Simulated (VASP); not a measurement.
# YbBiSb2O4 (P4/mmm) in VASP: single point with r2SCAN

Aim: the single point of YbBiSb2O4 with r2SCAN.

All numbers are computed with VASP 6.6.1; they aren't measurements. Logs are shortened: lines on timing, memory, paths and dates and some standing lists are left out, and cuts for length are marked.

**1. The cell of the first run**

It takes space group P4/mmm (No. 123, tetragonal). The conventional cell has a = 3.704 Å, b = 3.704 Å, c = 10.721 Å, α = 90.00°, β = 90.00°, γ = 90.00°. Bi (site symmetry 4/mmm) has 4 Bi at 3.70 Å and 8 Sb at 3.91 Å and 8 O at 4.34 Å within 4.9 Å. Yb (site symmetry 4/mmm) has 8 O at 2.35 Å within 3.1 Å. Sb (site symmetry 4mm) has 4 O at 2.11 Å within 2.8 Å. Within 2.9 Å of O (site symmetry 2mm) lie 2 Sb at 2.11 Å and 2 Yb at 2.35 Å and 5 O at 2.62 to 2.88 Å.

**2. Single point, r2SCAN**

Contents of POSCAR:

```
YbBiSb2O4
1.0
    3.7042288940      0.0000000000      0.0000000000
    0.0000000000      3.7042288940      0.0000000000
    0.0000000000      0.0000000000     10.7205339357
Bi Yb Sb O
1 1 2 4
Direct
    0.0000000000      0.0000000000      0.5000000000
    0.0000000000      0.0000000000      0.0000000000
    0.5000000000      0.5000000000      0.7707541405
    0.5000000000      0.5000000000      0.2292458595
    0.5000000000      0.0000000000      0.8657366995
    0.0000000000      0.5000000000      0.8657366995
    0.5000000000      0.0000000000      0.1342633005
    0.0000000000      0.5000000000      0.1342633005
```

Contents of INCAR.step1:

```
SYSTEM = YbBiSb2O4
ALGO     = All            ! electronic algorithm
EDIFF    = 1E-5           ! SCF threshold, eV
ENCUT    = 880            ! plane-wave cutoff, eV
GGA      = PE             ! functional
GGA_COMPAT= .False.      
ISEARCH  = 1            
ISMEAR   = -1             ! smearing method
KPAR     = 4            
LASPH    = .True.         ! aspherical terms in the spheres
LCHARG   = .False.        ! write CHGCAR
LMAXMIX  = 6              ! l up to which the mixer works
LREAL    = .False.        ! projectors in reciprocal space
LWAVE    = .True.         ! write WAVECAR
NBANDS   = 46             ! bands
NELM     = 300            ! most SCF steps
PREC     = Accurate       ! precision mode
SIGMA    = 0.1            ! smearing width, eV
```

Contents of INCAR.step2:

```
SYSTEM = YbBiSb2O4
ALGO     = All            ! electronic algorithm
EDIFF    = 1E-6           ! SCF threshold, eV
ENCUT    = 880            ! plane-wave cutoff, eV
GGA_COMPAT= .False.      
ISEARCH  = 1            
ISIF     = 2              ! what is computed and relaxed
ISMEAR   = -1             ! smearing method
ISTART   = 1            
KPAR     = 4            
LASPH    = .True.         ! aspherical terms in the spheres
LCHARG   = .True.         ! write CHGCAR
LMAXMIX  = 6              ! l up to which the mixer works
LMIXTAU  = .True.       
LREAL    = .False.        ! projectors in reciprocal space
LVHAR    = .True.       
LWAVE    = .False.        ! write WAVECAR
METAGGA  = R2SCAN         ! meta-GGA
NBANDS   = 46             ! bands
NELM     = 300            ! most SCF steps
PREC     = Accurate       ! precision mode
SIGMA    = 0.1            ! smearing width, eV
```

Contents of KPOINTS:

```
k-points
0
Gamma
  5 5 2
  0 0 0
```

Potentials or basis: VASP PAW PBE potentials, release 64 (Bi_d, Yb, Sb, O).

Run with:

```sh
$ cat potpaw_PBE.64/Bi_d/POTCAR potpaw_PBE.64/Yb/POTCAR potpaw_PBE.64/Sb/POTCAR potpaw_PBE.64/O/POTCAR > POTCAR
$ cp INCAR.step1 INCAR
$ mpirun -np 4 vasp_std > vasp.out
$ cp INCAR.step2 INCAR
$ mpirun -np 4 vasp_std > vasp.out
```

OUTCAR:

```text
SYSTEM = YbBiSb2O4
   EDIFF = 1E-6
   ENCUT = 880
   ISIF = 2
   ISMEAR = -1
   ISTART = 1
   LASPH = .True.
   LREAL = .False.
   METAGGA = R2SCAN
   NELM = 300
   PREC = Accurate

 ion  position               nearest neighbor table
   1  0.000  0.000  0.500-
   2  0.000  0.000  0.000-   5 2.35   6 2.35   7 2.35   8 2.35   6 2.35   8 2.35   5 2.35   7 2.35
                             3 3.59   4 3.59   3 3.59   4 3.59   3 3.59   4 3.59   3 3.59   4 3.59
   3  0.500  0.500  0.771-   5 2.11   6 2.11   5 2.11   6 2.11   2 3.59   2 3.59   2 3.59   2 3.59

   4  0.500  0.500  0.229-   7 2.11   8 2.11   7 2.11   8 2.11   2 3.59   2 3.59   2 3.59   2 3.59

   5  0.500  0.000  0.866-   3 2.11   3 2.11   2 2.35   2 2.35
   6  0.000  0.500  0.866-   3 2.11   3 2.11   2 2.35   2 2.35
   7  0.500  0.000  0.134-   4 2.11   4 2.11   2 2.35   2 2.35
   8  0.000  0.500  0.134-   4 2.11   4 2.11   2 2.35   2 2.35

  LATTYP: Found a simple tetragonal cell.
 ALAT       =     3.7042288940
 C/A-ratio  =     2.8941337705

  Lattice vectors:

 A1 = (   3.7042288940,   0.0000000000,   0.0000000000)
 A2 = (   0.0000000000,   3.7042288940,   0.0000000000)
 A3 = (   0.0000000000,   0.0000000000,  10.7205339357)

Analysis of symmetry for initial positions (statically):
=====================================================================
 Subroutine PRICEL returns:
 Original cell was already a primitive cell.

 Routine SETGRP: Setting up the symmetry group for a
 simple tetragonal supercell.

 Subroutine GETGRP returns: Found 16 space group operations
 (whereof 16 operations were pure point group operations)
 out of a pool of 16 trial point group operations.

The static configuration has the point symmetry D_4h.

Analysis of symmetry for dynamics (positions and initial velocities):
=====================================================================
 Subroutine PRICEL returns:
 Original cell was already a primitive cell.

 Routine SETGRP: Setting up the symmetry group for a
 simple tetragonal supercell.

 Subroutine GETGRP returns: Found 16 space group operations
 (whereof 16 operations were pure point group operations)
 out of a pool of 16 trial point group operations.

The dynamic configuration has the point symmetry D_4h.

 Subroutine INISYM returns: Found 16 space group operations
 (whereof 16 operations are pure point group operations),
 and found     1 'primitive' translations

----------------------------------------------------------------------------------------

                                     Primitive cell

  volume of cell :     147.0998

  direct lattice vectors                    reciprocal lattice vectors
     3.704228894  0.000000000  0.000000000     0.269961719  0.000000000  0.000000000
     0.000000000  3.704228894  0.000000000     0.000000000  0.269961719  0.000000000
     0.000000000  0.000000000 10.720533936     0.000000000  0.000000000  0.093278936

  length of vectors
     3.704228894  3.704228894 10.720533936     0.269961719  0.269961719  0.093278936

  position of ions in fractional coordinates (direct lattice)
     0.000000000  0.000000000  0.500000000
     0.000000000  0.000000000  0.000000000
     0.500000000  0.500000000  0.770754141
     0.500000000  0.500000000  0.229245859
     0.500000000  0.000000000  0.865736699
     0.000000000  0.500000000  0.865736699
     0.500000000  0.000000000  0.134263301
     0.000000000  0.500000000  0.134263301

  ion indices of the primitive-cell ions
   primitive index   ion index
                 1           1
                 2           2
                 3           3
                 4           4
                 5           5
                 6           6
                 7           7
                 8           8

----------------------------------------------------------------------------------------

 KPOINTS: k-points

Automatic generation of k-mesh.
 Grid dimensions read from file:
 generate k-points for:    5    5    2

 Generating k-lattice:

  Cartesian coordinates                     Fractional coordinates (reciprocal lattice)
     0.053992344  0.000000000  0.000000000     0.200000000  0.000000000  0.000000000
     0.000000000  0.053992344  0.000000000     0.000000000  0.200000000  0.000000000
     0.000000000  0.000000000  0.046639468     0.000000000  0.000000000  0.500000000

  Length of vectors
     0.053992344  0.053992344  0.046639468

  Shift w.r.t. Gamma in fractional coordinates (k-lattice)
     0.000000000  0.000000000  0.000000000

 Subroutine IBZKPT returns following result:
 ===========================================

 Found     12 irreducible k-points:

 Following reciprocal coordinates:
            Coordinates               Weight
  0.000000  0.000000  0.000000      1.000000
  0.200000  0.000000  0.000000      4.000000
  0.400000  0.000000  0.000000      4.000000
  0.200000  0.200000  0.000000      4.000000
  0.400000  0.200000  0.000000      8.000000
  0.400000  0.400000  0.000000      4.000000
  0.000000  0.000000  0.500000      1.000000
  0.200000  0.000000  0.500000      4.000000
  0.400000  0.000000  0.500000      4.000000
  0.200000  0.200000  0.500000      4.000000
  0.400000  0.200000  0.500000      8.000000
  0.400000  0.400000  0.500000      4.000000
   k-points           NKPTS =     12   k-points in BZ     NKDIM =     12   number of bands    NBANDS=     46
   number of dos      NEDOS =    301   number of ions     NIONS =      8
   total plane-waves  NPLWV = 139968
   dimension x,y,z NGX =    36 NGY =   36 NGZ =  108
   dimension x,y,z NGXF=    72 NGYF=   72 NGZF=  216
   ions per type =               1   1   2   4
   NGX,Y,Z   is equivalent  to a cutoff of  16.16, 16.16, 16.75 a.u.
   NGXF,Y,Z  is equivalent  to a cutoff of  32.31, 32.31, 33.50 a.u.
 SYSTEM =  YbBiSb2O4
   PREC   = accura    normal or accurate (medium, high low for compatibility)
   ISTART =      1    job   : 0-new  1-cont  2-samecut
   ICHARG =      0    charge: 1-file 2-atom 10-const
   ISPIN  =      1    spin polarized calculation?
   LNONCOLLINEAR =      F non collinear calculations
   LSORBIT =      F    spin-orbit coupling
   LASPH  =      T    aspherical Exc in radial PAW
   ENCUT  =  880.0 eV  64.68 Ry    8.04 a.u.   8.96  8.96 25.93*2*pi/ulx,y,z
   NELM   =    300;   NELMIN=  2; NELMDL=  0     # of ELM steps
   EDIFF  = 0.1E-05   stopping-criterion for ELM
   LREAL  =      F    real-space projection
   EDIFFG = 0.1E-04   stopping-criterion for IOM
   NSW    =      0    number of steps for IOM
   IBRION =     -1    ionic relax: 0-MD 1-quasi-New 2-CG
   NFREE  =      0    steps in history (QN), initial steepest desc. (CG)
   ISIF   =      2    stress and relaxation
   ISYM   =      2    0-nonsym 1-usesym 2-fastsym
   POTIM  = 0.5000    time-step for ionic-motion
   TEBEG  =    0.0;   TEEND  =   0.0 temperature during run
   PSTRESS=    0.0 pullay stress
   NELECT =      73.0000    total number of electrons
   NUPDOWN=      -1.0000    fix difference up-down
   EMIN   =  10.00;   EMAX   =-10.00  energy-range for DOS
   EFERMI =   0.00;   METHOD = LEGACY
   ISMEAR =    -1;   SIGMA  =   0.10  broadening in eV -4-tet -1-fermi 0-gaus
   EFERMI_NEDOS =   21; number of points for ismear=-14 and -15
   IALGO  =     58    algorithm
   IMIX   =      4    mixing-type and parameters
     AMIX     =   0.40;   BMIX     =  1.00
     AMIX_MAG =   1.60;   BMIX_MAG =  1.00
  volume/ion in A,a.u.               =      18.39       124.08
  Fermi-wavevector in a.u.,A,eV,Ry     =   1.296120  2.449311 22.856784  1.679926
  Thomas-Fermi vector in A             =   2.427596
   LORBIT       =      0    0 simple, 1 ext, 2 COOP (PROOUT), +10 PAW based schemes
   METAGGA = R2SCAN    functional components
   LHFCALC =     F    Hartree Fock is set to
   AEXX    =    0.0000 exact exchange contribution
   IVDW    =     0    specifies the selected vdW correction
   LEPSILON=     F    determine dielectric tensor
   LRPA    =     F    only Hartree local field effects (RPA)
 non-spin polarized calculation
  energy-cutoff  :      880.00
  volume of cell :      147.10
 maximum number of plane-waves:      8768
 NGX is ok and might be reduce to    36
   NGX = 17   NGY = 17   NGZ = 51

 number of electron      73.0000006 magnetization

 Free energy of the ion-electron system (eV)
  ---------------------------------------------------
  ext. energy  EPLUGINS =         0.00000000
  ---------------------------------------------------
  free energy    TOTEN  =      -183.13753935 eV

  energy without entropy =     -182.86498421  energy(sigma->0) =     -183.00126178

 E-fermi :   5.5561     XC(G=0): -10.7196

 val. band max:        5.5506199174   @ k =   0.2000   0.0000   0.0000
 cond. band min:       5.6497656181   @ k =   0.2000   0.2000   0.0000
 fundamental gap:      0.0991457007
 Fermi energy:         5.5561420890

 k-point     1 :       0.0000    0.0000    0.0000
  band No.  band energies     occupation
      1     -47.1748      2.00000
      2     -19.2370      2.00000
      3     -18.7267      2.00000
      4     -18.7267      2.00000
      5     -17.7088      2.00000
      6     -17.6188      2.00000
[... 38 lines left out ...]
     45      11.1810      0.00000
     46      11.6695      0.00000

 k-point     2 :       0.2000    0.0000    0.0000
  band No.  band energies     occupation
      1     -47.1722      2.00000
      2     -19.1410      2.00000
      3     -18.9434      2.00000
      4     -18.7200      2.00000
      5     -17.6867      2.00000
      6     -17.6269      2.00000
[... 38 lines left out ...]
     45      11.2224      0.00000
     46      12.1690      0.00000

 k-point     3 :       0.4000    0.0000    0.0000
  band No.  band energies     occupation
      1     -47.1682      2.00000
      2     -19.2392      2.00000
      3     -18.9720      2.00000
      4     -18.7092      2.00000
      5     -17.6547      2.00000
      6     -17.6399      2.00000
[... 38 lines left out ...]
     45      11.7185      0.00000
     46      12.2328      0.00000

 k-point     4 :       0.2000    0.2000    0.0000
  band No.  band energies     occupation
      1     -47.1697      2.00000
      2     -19.0516      2.00000
      3     -18.9520      2.00000
      4     -18.9081      2.00000
      5     -17.6624      2.00000
      6     -17.6354      2.00000
[... 332 lines left out ...]
     45      11.2313      0.00000
     46      11.9936      0.00000

 k-point    11 :       0.4000    0.2000    0.5000
  band No.  band energies     occupation
      1     -47.1657      2.00000
      2     -19.2219      2.00000
      3     -18.9090      2.00000
      4     -18.8950      2.00000
      5     -17.6493      2.00000
      6     -17.6270      2.00000
[... 38 lines left out ...]
     45      11.1044      0.00000
     46      11.9928      0.00000

 k-point    12 :       0.4000    0.4000    0.5000
  band No.  band energies     occupation
      1     -47.1616      2.00000
      2     -19.1993      2.00000
      3     -19.1868      2.00000
      4     -18.7611      2.00000
      5     -17.6644      2.00000
      6     -17.5852      2.00000
[... 38 lines left out ...]
     45      11.2761      0.00000
     46      12.3613      0.00000

------------------------ aborting loop because EDIFF is reached ----------------------------------------

  FORCE on cell =-STRESS in cart. coord.  units (eV):
  Direction    XX          YY          ZZ          XY          YZ          ZX
  --------------------------------------------------------------------------------------
  -------------------------------------------------------------------------------------
  Total       -0.0211404     -0.0211404      0.0750023      0.0000000      0.0000000      0.0000000
  in kB       -0.2302563     -0.2302563      0.8169077      0.0000000      0.0000000      0.0000000
  external PRESSURE =       0.1187984 kB  Pullay stress =       0.0000000 kB

 VOLUME and BASIS-vectors are now :
 -----------------------------------------------------------------------------
  energy-cutoff  :      880.00
  volume of cell :      147.10
      direct lattice vectors                 reciprocal lattice vectors
     3.704228894  0.000000000  0.000000000     0.269961719  0.000000000  0.000000000
     0.000000000  3.704228894  0.000000000     0.000000000  0.269961719  0.000000000
     0.000000000  0.000000000 10.720533936     0.000000000  0.000000000  0.093278936

 POSITION                                       TOTAL-FORCE (eV/Angst)
 -----------------------------------------------------------------------------------
      0.00000      0.00000      5.36027         0.000000      0.000000      0.000000
      0.00000      0.00000      0.00000         0.000000      0.000000      0.000000
      1.85211      1.85211      8.26290         0.000000      0.000000     -0.028307
      1.85211      1.85211      2.45764         0.000000     -0.000000      0.028307
      1.85211      0.00000      9.28116         0.000000      0.000000     -0.010098
      0.00000      1.85211      9.28116         0.000000      0.000000     -0.010098
      1.85211      0.00000      1.43937         0.000000      0.000000      0.010098
      0.00000      1.85211      1.43937         0.000000      0.000000      0.010098
 -----------------------------------------------------------------------------------
    total drift:                                0.000000     -0.000000      0.000000

  FREE ENERGIE OF THE ION-ELECTRON SYSTEM (eV)
  ---------------------------------------------------
  free  energy   TOTEN  =      -183.1375393486 eV

  energy  without entropy=     -182.8649595573  energy(sigma->0) =     -183.00124945
```

Wall time 12 min (4 MPI ranks of Intel Xeon 6975P-C (Granite Rapids), shared host); peak memory 0.7 GiB.

What came out:

```
Free energy            : -183.1375 eV
Pressure               : 0.0 GPa
Largest force          : 0.028 eV/Å
Band gap on the k mesh : zero (an odd number of electrons rules out a gap without spin polarisation)
```

Forces on the atoms (eV/Å):
```
Bi   0.000  0.000  0.000
Yb   0.000  0.000  0.000
Sb   0.000  0.000 -0.028
Sb   0.000  0.000  0.028
O    0.000  0.000 -0.010
O    0.000  0.000 -0.010
O    0.000  0.000  0.010
O    0.000  0.000  0.010
```

Stress tensor (GPa, compression positive):
```
-0.02  0.00  0.00
 0.00 -0.02  0.00
 0.00  0.00  0.08
```

Caveat: the PAW data sets were made with another functional, which shifts forces and pressure a little; spin-orbit coupling is left out, which moves the levels of the heavy elements; an odd number of electrons without spin polarisation forces a metal; a magnetic or distorted state may lie lower.

The gap in the log of VASP goes by the Fermi energy; the results here count the filled bands.